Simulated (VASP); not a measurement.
# Sc (I4/mmm) in VASP: single point with r2SCAN

Aim: the single point of Sc with r2SCAN.

Everything below comes from runs of VASP 6.6.1. Logs are shortened: lines on timing, memory, paths and dates and some standing lists are left out, and cuts for length are marked.

**1. The cell of the first run**

Symmetry: I4/mmm, No. 139, tetragonal system. The conventional cell has a = 3.275 Å, b = 3.275 Å, c = 4.680 Å, α = 90.00°, β = 90.00°, γ = 90.00°. Sc (site symmetry 4/mmm) has 12 Sc at 3.28 to 3.29 Å within 4.3 Å.

This isn't the form of Sc at room conditions, which is hcp.

**2. Single point, r2SCAN**

File POSCAR:

```
Sc
1.0
   -1.6376328517      1.6376328517      2.3401288342
    1.6376328517     -1.6376328517      2.3401288342
    1.6376328517      1.6376328517     -2.3401288342
Sc
1
Direct
    0.0000000000      0.0000000000      0.0000000000
```

File INCAR.step1:

```
SYSTEM = Sc
PREC = Accurate
ENCUT = 520
ISMEAR = 0
SIGMA = 0.1
LREAL = .FALSE.
LASPH = .TRUE.
NELM = 80
NBANDS = 12
GGA = PE
ALGO = Normal
EDIFF = 1E-4
LWAVE = .TRUE.
LCHARG = .FALSE.
```

File INCAR.step2:

```
SYSTEM = Sc
PREC = Accurate
ENCUT = 520
EDIFF = 1E-6
ISMEAR = 0
SIGMA = 0.1
LREAL = .FALSE.
LASPH = .TRUE.
NELM = 80
ALGO = Normal
ISIF = 2
LWAVE = .FALSE.
LCHARG = .FALSE.
METAGGA = R2SCAN
LMIXTAU = .TRUE.
NBANDS = 12
ISTART = 1
```

File KPOINTS:

```
regular mesh
0
G
  16 16 16
  0 0 0
```

Potentials or basis: VASP PAW PBE potentials, release 64 (Sc_sv).

The run is started by

```sh
$ cat potpaw_PBE.64/Sc_sv/POTCAR > POTCAR
$ cp INCAR.step1 INCAR
$ mpirun -np 1 vasp_std > vasp.out
$ cp INCAR.step2 INCAR
$ mpirun -np 1 vasp_std > vasp.out
```

OUTCAR:

```text
SYSTEM = Sc
   PREC = Accurate
   ENCUT = 520
   EDIFF = 1E-6
   ISMEAR = 0
   LREAL = .FALSE.
   LASPH = .TRUE.
   NELM = 80
   ISIF = 2
   METAGGA = R2SCAN
   ISTART = 1

 ion  position               nearest neighbor table
   1  0.000  0.000  0.000-

  LATTYP: Found a body centered tetragonal cell.
 ALAT       =     3.2752657034
 C/A-ratio  =     1.4289703774

  Lattice vectors:

 A1 = (  -1.6376328517,   1.6376328517,   2.3401288342)
 A2 = (   1.6376328517,  -1.6376328517,   2.3401288342)
 A3 = (   1.6376328517,   1.6376328517,  -2.3401288342)

Analysis of symmetry for initial positions (statically):
=====================================================================
 Subroutine PRICEL returns:
 Original cell was already a primitive cell.

 Routine SETGRP: Setting up the symmetry group for a
 body centered tetragonal supercell.

 Subroutine GETGRP returns: Found 16 space group operations
 (whereof 16 operations were pure point group operations)
 out of a pool of 16 trial point group operations.

The static configuration has the point symmetry D_4h.

Analysis of symmetry for dynamics (positions and initial velocities):
=====================================================================
 Subroutine PRICEL returns:
 Original cell was already a primitive cell.

 Routine SETGRP: Setting up the symmetry group for a
 body centered tetragonal supercell.

 Subroutine GETGRP returns: Found 16 space group operations
 (whereof 16 operations were pure point group operations)
 out of a pool of 16 trial point group operations.

The dynamic configuration has the point symmetry D_4h.

 Subroutine INISYM returns: Found 16 space group operations
 (whereof 16 operations are pure point group operations),
 and found     1 'primitive' translations

----------------------------------------------------------------------------------------

                                     Primitive cell

  volume of cell :      25.1034

  direct lattice vectors                    reciprocal lattice vectors
    -1.637632852  1.637632852  2.340128834     0.000000000  0.305318741  0.213663450
     1.637632852 -1.637632852  2.340128834     0.305318741  0.000000000  0.213663450
     1.637632852  1.637632852 -2.340128834     0.305318741  0.305318741  0.000000000

  length of vectors
     3.292398165  3.292398165  3.292398165     0.372654804  0.372654804  0.431785904

  position of ions in fractional coordinates (direct lattice)
     0.000000000  0.000000000  0.000000000

  ion indices of the primitive-cell ions
   primitive index   ion index
                 1           1

----------------------------------------------------------------------------------------

 KPOINTS: regular mesh

Automatic generation of k-mesh.
 Grid dimensions read from file:
 generate k-points for:   16   16   16

 Generating k-lattice:

  Cartesian coordinates                     Fractional coordinates (reciprocal lattice)
     0.000000000  0.019082421  0.013353966     0.062500000  0.000000000  0.000000000
     0.019082421  0.000000000  0.013353966     0.000000000  0.062500000  0.000000000
     0.019082421  0.019082421  0.000000000     0.000000000  0.000000000  0.062500000

  Length of vectors
     0.023290925  0.023290925  0.026986619

  Shift w.r.t. Gamma in fractional coordinates (k-lattice)
     0.000000000  0.000000000  0.000000000

 Subroutine IBZKPT returns following result:
 ===========================================

 Found    349 irreducible k-points:

 Following reciprocal coordinates:
            Coordinates               Weight
  0.000000  0.000000  0.000000      1.000000
  0.062500 -0.000000  0.000000      8.000000
  0.125000 -0.000000  0.000000      8.000000
  0.187500 -0.000000  0.000000      8.000000
  0.250000 -0.000000  0.000000      8.000000
  0.312500  0.000000  0.000000      8.000000
[... 16 lines left out ...]
 -0.125000  0.062500 -0.000000     16.000000
 -0.062500  0.062500  0.000000      4.000000
 [... further k-points ...]
   k-points           NKPTS =    349   k-points in BZ     NKDIM =    349   number of bands    NBANDS=     12
   number of dos      NEDOS =    301   number of ions     NIONS =      1
   total plane-waves  NPLWV =  13824
   dimension x,y,z NGX =    24 NGY =   24 NGZ =   24
   dimension x,y,z NGXF=    48 NGYF=   48 NGZF=   48
   ions per type =               1
   NGX,Y,Z   is equivalent  to a cutoff of  12.12, 12.12, 12.12 a.u.
   NGXF,Y,Z  is equivalent  to a cutoff of  24.24, 24.24, 24.24 a.u.
 SYSTEM =  Sc
   PREC   = accura    normal or accurate (medium, high low for compatibility)
   ISTART =      1    job   : 0-new  1-cont  2-samecut
   ICHARG =      0    charge: 1-file 2-atom 10-const
   ISPIN  =      1    spin polarized calculation?
   LNONCOLLINEAR =      F non collinear calculations
   LSORBIT =      F    spin-orbit coupling
   LASPH  =      T    aspherical Exc in radial PAW
   ENCUT  =  520.0 eV  38.22 Ry    6.18 a.u.   6.12  6.12  6.12*2*pi/ulx,y,z
   NELM   =     80;   NELMIN=  2; NELMDL=  0     # of ELM steps
   EDIFF  = 0.1E-05   stopping-criterion for ELM
   LREAL  =      F    real-space projection
   EDIFFG = 0.1E-04   stopping-criterion for IOM
   NSW    =      0    number of steps for IOM
   IBRION =     -1    ionic relax: 0-MD 1-quasi-New 2-CG
   NFREE  =      0    steps in history (QN), initial steepest desc. (CG)
   ISIF   =      2    stress and relaxation
   ISYM   =      2    0-nonsym 1-usesym 2-fastsym
   POTIM  = 0.5000    time-step for ionic-motion
   TEBEG  =    0.0;   TEEND  =   0.0 temperature during run
   PSTRESS=    0.0 pullay stress
   NELECT =      11.0000    total number of electrons
   NUPDOWN=      -1.0000    fix difference up-down
   EMIN   =  10.00;   EMAX   =-10.00  energy-range for DOS
   EFERMI =   0.00;   METHOD = LEGACY
   ISMEAR =     0;   SIGMA  =   0.10  broadening in eV -4-tet -1-fermi 0-gaus
   EFERMI_NEDOS =   21; number of points for ismear=-14 and -15
   IALGO  =     38    algorithm
   IMIX   =      4    mixing-type and parameters
     AMIX     =   0.40;   BMIX     =  1.00
     AMIX_MAG =   1.60;   BMIX_MAG =  1.00
  volume/ion in A,a.u.               =      25.10       169.41
  Fermi-wavevector in a.u.,A,eV,Ry     =   1.243449  2.349779 21.036871  1.546166
  Thomas-Fermi vector in A             =   2.377760
   LORBIT       =      0    0 simple, 1 ext, 2 COOP (PROOUT), +10 PAW based schemes
   METAGGA = R2SCAN    functional components
   LHFCALC =     F    Hartree Fock is set to
   AEXX    =    0.0000 exact exchange contribution
   IVDW    =     0    specifies the selected vdW correction
   LEPSILON=     F    determine dielectric tensor
   LRPA    =     F    only Hartree local field effects (RPA)
 non-spin polarized calculation
 Gauss-broadening in eV      SIGMA  =   0.10
  energy-cutoff  :      520.00
  volume of cell :       25.10
 maximum number of plane-waves:       692
   NGX = 13   NGY = 13   NGZ = 13

 number of electron      11.0000002 magnetization

 Free energy of the ion-electron system (eV)
  ---------------------------------------------------
  ext. energy  EPLUGINS =         0.00000000
  ---------------------------------------------------
  free energy    TOTEN  =       -11.30228055 eV

  energy without entropy =      -11.29237402  energy(sigma->0) =      -11.29732728

 E-fermi :   3.6661     XC(G=0): -10.5356

 val. band max:        3.6646589334   @ k =  -0.2500   0.3750   0.1875
 cond. band min:       3.6662703951   @ k =  -0.3125   0.3750   0.1250
 fundamental gap:      0.0016114616
 Fermi energy:         3.6661333948

 k-point     1 :       0.0000    0.0000    0.0000
  band No.  band energies     occupation
      1     -47.9427      2.00000
      2     -25.3859      2.00000
      3     -25.3859      2.00000
      4     -25.3831      2.00000
      5      -1.8659      2.00000
      6       5.3975      0.00000
      7       5.4595      0.00000
      8       5.4596      0.00000
      9       6.8283      0.00000
     10       6.9003      0.00000
     11      16.5618      0.00000
     12      20.0689      0.00000

 k-point     2 :       0.0625   -0.0000    0.0000
  band No.  band energies     occupation
      1     -47.9405      2.00000
      2     -25.4003      2.00000
      3     -25.3877      2.00000
      4     -25.3859      2.00000
      5      -1.7633      2.00000
      6       5.3513      0.00000
      7       5.4627      0.00000
      8       5.4973      0.00000
      9       6.8020      0.00000
     10       6.8715      0.00000
     11      16.6462      0.00000
     12      19.3000      0.00000

 k-point     3 :       0.1250   -0.0000    0.0000
  band No.  band energies     occupation
      1     -47.9343      2.00000
      2     -25.4433      2.00000
      3     -25.3929      2.00000
      4     -25.3917      2.00000
      5      -1.4618      2.00000
      6       5.1383      0.00000
      7       5.5485      0.00000
      8       5.5919      0.00000
      9       6.7491      0.00000
     10       6.8097      0.00000
     11      16.7020      0.00000
     12      17.9315      0.00000
[... 286 lines left out ...]
 k-point    23 :      -0.1250    0.0625   -0.0000
  band No.  band energies     occupation
      1     -47.9349      2.00000
      2     -25.4326      2.00000
      3     -25.3971      2.00000
      4     -25.3932      2.00000
      5      -1.4927      2.00000
      6       5.1584      0.00000
      7       5.5457      0.00000
      8       5.5966      0.00000
      9       6.6507      0.00000
     10       6.8949      0.00000
     11      16.8073      0.00000
     12      18.3123      0.00000

 k-point    24 :      -0.0625    0.0625    0.0000
  band No.  band energies     occupation
      1     -47.9398      2.00000
      2     -25.4008      2.00000
      3     -25.3914      2.00000
      4     -25.3882      2.00000
      5      -1.7283      2.00000
      6       5.3405      0.00000
      7       5.4563      0.00000
      8       5.5150      0.00000
      9       6.7670      0.00000
     10       6.8852      0.00000
     11      16.6828      0.00000
     12      19.5510      0.00000

 [... further k-points ...]

------------------------ aborting loop because EDIFF is reached ----------------------------------------

  FORCE on cell =-STRESS in cart. coord.  units (eV):
  Direction    XX          YY          ZZ          XY          YZ          ZX
  --------------------------------------------------------------------------------------
  -------------------------------------------------------------------------------------
  Total        0.0394692      0.0394692      0.0147426      0.0000000     -0.0000000      0.0000000
  in kB        2.5190473      2.5190473      0.9409178      0.0000000     -0.0000000      0.0000000
  external PRESSURE =       1.9930041 kB  Pullay stress =       0.0000000 kB

 VOLUME and BASIS-vectors are now :
 -----------------------------------------------------------------------------
  energy-cutoff  :      520.00
  volume of cell :       25.10
      direct lattice vectors                 reciprocal lattice vectors
    -1.637632852  1.637632852  2.340128834     0.000000000  0.305318741  0.213663450
     1.637632852 -1.637632852  2.340128834     0.305318741  0.000000000  0.213663450
     1.637632852  1.637632852 -2.340128834     0.305318741  0.305318741  0.000000000

 POSITION                                       TOTAL-FORCE (eV/Angst)
 -----------------------------------------------------------------------------------
      0.00000      0.00000      0.00000        -0.000000      0.000000      0.000000
 -----------------------------------------------------------------------------------
    total drift:                                0.000000      0.000000     -0.000000

  FREE ENERGIE OF THE ION-ELECTRON SYSTEM (eV)
  ---------------------------------------------------
  free  energy   TOTEN  =       -11.3022805542 eV

  energy  without entropy=      -11.2923740155  energy(sigma->0) =      -11.29732728
```

It took 2.7 min on 1 thread of Intel Xeon Platinum 8124M at 3.00GHz (Skylake/Cascade Lake), shared host; peak memory 0.22 GiB.

Results:

| Item | Value |
| --- | --- |
| Free energy | -11.3023 eV |
| Pressure | 0.2 GPa |
| Band gap on the k mesh | zero (an odd number of electrons rules out a gap without spin polarisation) |

Caveat: the PAW data sets were made with another functional, which shifts forces and pressure a little.
